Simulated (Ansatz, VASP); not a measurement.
Al in VASP and in Ansatz

```
Al
1.0
     4.47569    0.00000    0.00000
     0.00000    4.35748    0.00000
    -1.14605    0.00000    3.39612
Al
4
Cartesian
  2.9473 3.0246 2.3138
  -0.1907 3.0246 2.7804
  0.3823 1.3329 1.0824
  3.5203 1.3329 0.6157
```

Alike in both runs: task single point; functional PBE; k mesh 4 × 4 × 6; occupations gaussian, width 0.1 eV; no spin polarisation.

|  | VASP | Ansatz |
| --- | --- | --- |
| version | VASP 6.6.1 | Ansatz 0.2.0 |
| potentials or method | VASP PAW PBE potentials, release 64 (Al), cutoff 520 eV | scalar-relativistic, plane waves, PAW |
| valence electrons in the cell | 12 | 12 |

Ansatz gave:

```
gap on the k mesh at the Fermi level (eV) : none
rms of the force components (eV/Å)        : 23.455
```

**Question.** Which values does VASP return?

**Answer.** gap on the k mesh at the Fermi level (eV): none; rms of the force components (eV/Å): 23.762.

Atom by atom the forces differ by 0.309 eV/Å (rms over components). A gap of «none» marks a metal or a gap that the smearing closes.

The k mesh is coarse, so the values compare programs but aren't converged.
